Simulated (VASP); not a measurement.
# Ir (Pm-3m) in VASP: notebook

The runs below take Ir through relaxation of cell and atoms, with PBE.

Everything below comes from runs of VASP 6.6.1. Logs are shortened: lines on timing, memory, paths and dates and some standing lists are left out, and cuts for length are marked.

## Step 1: The cell of the first run

Symmetry: Pm-3m, No. 221, cubic system. Conventional cell: a = 2.490 Å, b = 2.490 Å, c = 2.490 Å, α = 90.00°, β = 90.00°, γ = 90.00°. Ir (site symmetry m-3m) has 6 Ir at 2.49 Å within 3.3 Å.

This isn't the form of Ir at room conditions, which is fcc.

## Step 2: Relaxation of cell and atoms, PBE

File INCAR:

```
ALGO = Normal
EDIFF = 1E-6
EDIFFG = -0.01
ENCUT = 600
GGA = PE
IBRION = 2
ISIF = 3
ISMEAR = -1
LASPH = T
LCHARG = F
LREAL = F
LWAVE = F
NELM = 60
NSW = 80
PREC = Accurate
SIGMA = 0.05
```

File KPOINTS:

```
k-points
0
Gamma
  19 19 19
```

File POSCAR:

```
Ir
1.0
    2.4900000000      0.0000000000      0.0000000000
    0.0000000000      2.4900000000      0.0000000000
    0.0000000000      0.0000000000      2.4900000000
Ir
1
Direct
    0.0000000000      0.0000000000      0.0000000000
```

Potentials or basis: VASP PAW PBE potentials, release 64 (Ir).

On the command line:

```
$ cat potpaw_PBE.64/Ir/POTCAR > POTCAR
$ mpirun -np 1 vasp_std > vasp.out
```

OUTCAR:

```text
EDIFF = 1E-6
   EDIFFG = -0.01
   ENCUT = 600
   GGA = PE
   IBRION = 2
   ISIF = 3
   ISMEAR = -1
   LASPH = T
   LREAL = F
   NELM = 60
   NSW = 80
   PREC = Accurate

 ion  position               nearest neighbor table
   1  0.000  0.000  0.000-

  LATTYP: Found a simple cubic cell.
 ALAT       =     2.4900000000

  Lattice vectors:

 A1 = (   2.4900000000,   0.0000000000,   0.0000000000)
 A2 = (   0.0000000000,   2.4900000000,   0.0000000000)
 A3 = (   0.0000000000,   0.0000000000,   2.4900000000)

Analysis of symmetry for initial positions (statically):
=====================================================================
 Subroutine PRICEL returns:
 Original cell was already a primitive cell.

 Routine SETGRP: Setting up the symmetry group for a
 simple cubic supercell.

 Subroutine GETGRP returns: Found 48 space group operations
 (whereof 48 operations were pure point group operations)
 out of a pool of 48 trial point group operations.

The static configuration has the point symmetry O_h .

Analysis of symmetry for dynamics (positions and initial velocities):
=====================================================================
 Subroutine PRICEL returns:
 Original cell was already a primitive cell.

 Routine SETGRP: Setting up the symmetry group for a
 simple cubic supercell.

 Subroutine GETGRP returns: Found 48 space group operations
 (whereof 48 operations were pure point group operations)
 out of a pool of 48 trial point group operations.

The dynamic configuration has the point symmetry O_h .

 Subroutine INISYM returns: Found 48 space group operations
 (whereof 48 operations are pure point group operations),
 and found     1 'primitive' translations

----------------------------------------------------------------------------------------

                                     Primitive cell

  volume of cell :      15.4382

  direct lattice vectors                    reciprocal lattice vectors
     2.490000000  0.000000000  0.000000000     0.401606426  0.000000000  0.000000000
     0.000000000  2.490000000  0.000000000     0.000000000  0.401606426  0.000000000
     0.000000000  0.000000000  2.490000000     0.000000000  0.000000000  0.401606426

  length of vectors
     2.490000000  2.490000000  2.490000000     0.401606426  0.401606426  0.401606426

  position of ions in fractional coordinates (direct lattice)
     0.000000000  0.000000000  0.000000000

  ion indices of the primitive-cell ions
   primitive index   ion index
                 1           1

[... 78 lines left out ...]
   ISYM   =      2    0-nonsym 1-usesym 2-fastsym
   POTIM  = 0.5000    time-step for ionic-motion
   TEBEG  =    0.0;   TEEND  =   0.0 temperature during run
   PSTRESS=    0.0 pullay stress
   NELECT =       9.0000    total number of electrons
   NUPDOWN=      -1.0000    fix difference up-down
   EMIN   =  10.00;   EMAX   =-10.00  energy-range for DOS
   EFERMI =   0.00;   METHOD = LEGACY
   ISMEAR =    -1;   SIGMA  =   0.05  broadening in eV -4-tet -1-fermi 0-gaus
   EFERMI_NEDOS =   21; number of points for ismear=-14 and -15
   IALGO  =     38    algorithm
   IMIX   =      4    mixing-type and parameters
     AMIX     =   0.40;   BMIX     =  1.00
     AMIX_MAG =   1.60;   BMIX_MAG =  1.00
  volume/ion in A,a.u.               =      15.44       104.18
  Fermi-wavevector in a.u.,A,eV,Ry     =   1.367591  2.584373 25.447056  1.870306
  Thomas-Fermi vector in A             =   2.493630
   LORBIT       =      0    0 simple, 1 ext, 2 COOP (PROOUT), +10 PAW based schemes
   GGA     = PE    functional components
   LHFCALC =     F    Hartree Fock is set to
   AEXX    =    0.0000 exact exchange contribution
   IVDW    =     0    specifies the selected vdW correction
   LEPSILON=     F    determine dielectric tensor
   LRPA    =     F    only Hartree local field effects (RPA)
 conjugate gradient relaxation of ions
 non-spin polarized calculation
  energy-cutoff  :      600.00
  volume of cell :       15.44
 maximum number of plane-waves:       531
 NGX is ok and might be reduce to    20
   NGX =  9   NGY =  9   NGZ =  9

--------------------------------------- Ionic step        1  -------------------------------------------

 number of electron       9.0000000 magnetization

 Free energy of the ion-electron system (eV)
  ---------------------------------------------------
  ext. energy  EPLUGINS =         0.00000000
  ---------------------------------------------------
  free energy    TOTEN  =        -7.72744517 eV

  energy without entropy =       -7.71475126  energy(sigma->0) =       -7.72109821

------------------------ aborting loop because EDIFF is reached ----------------------------------------

  FORCE on cell =-STRESS in cart. coord.  units (eV):
  Direction    XX          YY          ZZ          XY          YZ          ZX
  --------------------------------------------------------------------------------------
  -------------------------------------------------------------------------------------
  Total        2.9215209      2.9215209      2.9215209     -0.0000000     -0.0000000      0.0000000
  in kB      303.1946507    303.1946507    303.1946507     -0.0000000     -0.0000000      0.0000000
  external PRESSURE =     303.1946507 kB  Pullay stress =       0.0000000 kB
[... 22 lines left out ...]
--------------------------------------- Ionic step        2  -------------------------------------------

 number of electron       9.0000001 magnetization

 E-fermi :   3.7576     XC(G=0): -11.1001

 val. band max:        3.7562473856   @ k =   0.2105   0.0526   0.0526
 cond. band min:       3.7626030610   @ k =   0.4737   0.4737   0.3158
 fundamental gap:      0.0063556754
 Fermi energy:         3.7576387723

 k-point     1 :       0.0000    0.0000    0.0000
  band No.  band energies     occupation
      1      -2.9378      2.00000
      2      -0.0654      2.00000
      3      -0.0654      2.00000
      4       4.4862      0.00000
      5       4.4862      0.00000
      6       4.4862      0.00000
      7      17.4223      0.00000
      8      17.4223      0.00000
[... 357 lines left out ...]
--------------------------------------- Ionic step        5  -------------------------------------------

 number of electron       8.9999999 magnetization

 Free energy of the ion-electron system (eV)
  ---------------------------------------------------
  ext. energy  EPLUGINS =         0.00000000
  ---------------------------------------------------
  free energy    TOTEN  =        -7.86238606 eV

  energy without entropy =       -7.84786441  energy(sigma->0) =       -7.85512523

 E-fermi :   7.4076     XC(G=0): -12.7415

 val. band max:        7.4029010602   @ k =   0.2105   0.0526   0.0526
 cond. band min:       7.4096451880   @ k =   0.2105   0.0526   0.0526
 fundamental gap:      0.0067441278
 Fermi energy:         7.4075817029

 k-point     1 :       0.0000    0.0000    0.0000
  band No.  band energies     occupation
      1      -1.6637      2.00000
      2       1.4978      2.00000
      3       1.4978      2.00000
      4       8.6891      0.00000
      5       8.6891      0.00000
      6       8.6891      0.00000
      7      22.9874      0.00000
      8      22.9874      0.00000
[... 281 lines left out ...]
  FREE ENERGIE OF THE ION-ELECTRON SYSTEM (eV)
  ---------------------------------------------------
  free  energy   TOTEN  =        -7.8623860615 eV

  energy  without entropy=       -7.8478644073  energy(sigma->0) =       -7.85512523

 reached required accuracy - stopping structural energy minimisation
```

OSZICAR:

```text
N       E                     dE             d eps       ncg     rms          rms(c)
DAV:   1     0.476540788942E+02    0.47654E+02   -0.47810E+03  3536   0.113E+03
DAV:   2    -0.732334312866E+01   -0.54977E+02   -0.53809E+02  3520   0.212E+02
DAV:   3    -0.808878990478E+01   -0.76545E+00   -0.76409E+00  4992   0.344E+01
DAV:   4    -0.809414210113E+01   -0.53522E-02   -0.53514E-02  4488   0.214E+00
[... 39 lines left out ...]
DAV:   1    -0.786263419313E+01   -0.29851E-03   -0.85334E-03  3768   0.151E+00    0.118E-01
DAV:   2    -0.786239934318E+01    0.23485E-03   -0.70807E-04  4096   0.355E-01    0.368E-02
DAV:   3    -0.786238466802E+01    0.14675E-04   -0.78103E-05  4760   0.106E-01    0.163E-02
DAV:   4    -0.786238605940E+01   -0.13914E-05   -0.26009E-06  4184   0.166E-02    0.927E-04
DAV:   5    -0.786238606149E+01   -0.20918E-08   -0.44717E-08  1792   0.248E-03
   5 F= -.78623861E+01 E0= -.78551252E+01  d E =-.134941E+00
```

CONTCAR:

```text
Ir
   1.00000000000000
     2.5716451813995422    0.0000000000000000    0.0000000000000000
    -0.0000000000000000    2.5716451813995422    0.0000000000000000
     0.0000000000000000   -0.0000000000000000    2.5716451813995422
  Ir
     1
Direct
     0.0000000000000000    0.0000000000000000    0.0000000000000000

  0.00000000E+00  0.00000000E+00  0.00000000E+00
```

Run time: 1.9 min. Hardware: 1 thread of Intel Xeon 8259CL, shared host; peak memory 0.16 GiB.

Results:

```yaml
Free_energy: -7.8624 eV
Relaxed_volume: 17.01 Å³/atom
Relaxed_cell: a = 2.572 Å, b = 2.572 Å, c = 2.572 Å, α = 90.00°, β = 90.00°, γ = 90.00°
Space_group_after_relaxing_to_0.1_Å: Pm-3m (No. 221)
Pressure_after_relaxing: 0.0 GPa
Band_gap_on_the_k_mesh: zero (an odd number of electrons rules out a gap without spin polarisation)
```

Final structure:
```yaml
crystal:
  lattice:
    - [2.57165, 0.00000, 0.00000]
    - [0.00000, 2.57165, 0.00000]
    - [0.00000, 0.00000, 2.57165]
  atoms:
    - { symbol: Ir, position: [0.00000, 0.00000, 0.00000] }
```

Caveat: spin-orbit coupling is left out, which moves the levels of the heavy elements.

## Step 3: Relaxation of cell and atoms, PBE

This run uses another cell than the first one, of 16.99 Å³/atom.

File INCAR:

```
SYSTEM = Ir
  ALGO = Normal
  EDIFF = 1E-7
  EDIFFG = -0.01
  ENCUT = 600
  GGA = PE
  IBRION = 2
  ISIF = 3
  ISMEAR = -1
  LASPH = .True.
  LCHARG = .False.
  LREAL = .False.
  LWAVE = .False.
  NELM = 60
  NSW = 80
  PREC = Accurate
  SIGMA = 0.05
```

File KPOINTS:

```
k-points
0
Gamma
  18 18 18
  0 0 0
```

File POSCAR:

```
Ir
1.0
    2.5708734564      0.0000000000      0.0000000000
    0.0000000000      2.5708734564      0.0000000000
    0.0000000000      0.0000000000      2.5708734564
Ir
1
Direct
    0.0000000000      0.0000000000      0.0000000000
```

Potentials or basis: VASP PAW PBE potentials, release 64 (Ir).

On the command line:

```
$ cat potpaw_PBE.64/Ir/POTCAR > POTCAR
$ mpirun -np 1 vasp_std > vasp.out
```

Run time: 43 s. Hardware: 1 thread of Intel Xeon 8259CL, shared host; peak memory 0.17 GiB.

Results (log left out):

- Free energy: -7.8674 eV
- Pressure after relaxing: 0.1 GPa
- Band gap on the k mesh: zero (an odd number of electrons rules out a gap without spin polarisation)

Final structure:
```
CELL_PARAMETERS angstrom
2.57087 0.00000 0.00000
0.00000 2.57087 0.00000
0.00000 0.00000 2.57087
ATOMIC_POSITIONS crystal
Ir 0.00000 0.00000 0.00000
```

Levels at points of the mesh, in eV from the Fermi level:
```csv
k point,band 2,band 3,band 4,band 5,band 6,band 7
"(0.00, 0.00, 0.00)",-5.92,-5.92,1.28,1.28,1.28,15.59
"(0.50, 0.00, 0.00)",-5.21,-1.44,-1.44,-0.87,1.56,5.86
"(0.50, 0.50, 0.00)",-4.67,-0.93,-0.93,3.32,4.52,4.52
"(0.50, 0.50, 0.50)",-5.11,-5.11,3.51,3.51,9.33,10.74
```

Caveat: the relaxation stopped at its first step, so nothing moved; spin-orbit coupling is left out, which moves the levels of the heavy elements.
